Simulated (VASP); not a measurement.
Here is a VASP 6.6.1 calculation.

POSCAR

```
MgI2
1.0
    0.0000000000      3.7557205871      3.6772260268
    3.7557205871      0.0000000000      3.6772260268
    3.7557205871      3.7557205871      0.0000000000
Mg I
1 2
Direct
    0.0000000000      0.0000000000      0.0000000000
    0.2500000000      0.2500000000      0.2500000000
    0.7500000000      0.7500000000      0.7500000000
```

INCAR.step1

```
SYSTEM = MgI2
PREC = Accurate
ENCUT = 520
EDIFF = 1E-5
ISMEAR = 0
SIGMA = 0.01
LREAL = .FALSE.
LASPH = .TRUE.
NELM = 80
ALGO = Normal
ISIF = 2
LWAVE = .TRUE.
LCHARG = .FALSE.
NBANDS = 15
GGA = PE
```

INCAR.step2

```
SYSTEM = MgI2
PREC = Accurate
ENCUT = 520
EDIFF = 1E-6
ISMEAR = 0
SIGMA = 0.01
LREAL = .FALSE.
LASPH = .TRUE.
NELM = 80
ALGO = Normal
ISIF = 2
LWAVE = .FALSE.
LCHARG = .FALSE.
GGA = PE
LHFCALC = .TRUE.
HFSCREEN = 0.2079
PRECFOCK = Normal
NBANDS = 15
ISTART = 1
```

KPOINTS

```
Automatic mesh
0
G
  4 4 4
  0 0 0
```

Potentials or basis: VASP PAW PBE potentials, release 64 (Mg, I).

Command:

```bash
$ cat potpaw_PBE.64/Mg/POTCAR potpaw_PBE.64/I/POTCAR > POTCAR
$ cp INCAR.step1 INCAR
$ mpirun -np 1 vasp_std > vasp.out
$ cp INCAR.step2 INCAR
$ mpirun -np 1 vasp_std > vasp.out
```

(1) Predict the pressure.

(2) What does it give for the band gap on the k mesh?

## Answers

(1) 0.1 GPa.

(2) 1.28 eV (least direct gap 1.54 eV).

Caveat: the cell differs from its parent crystal (uniaxial z strain -2.1%); the structure was generated, so it needn't be the stable form of MgI2; the PAW data sets were made with another functional, which shifts forces and pressure a little; spin-orbit coupling is left out, which moves the levels of the heavy elements.
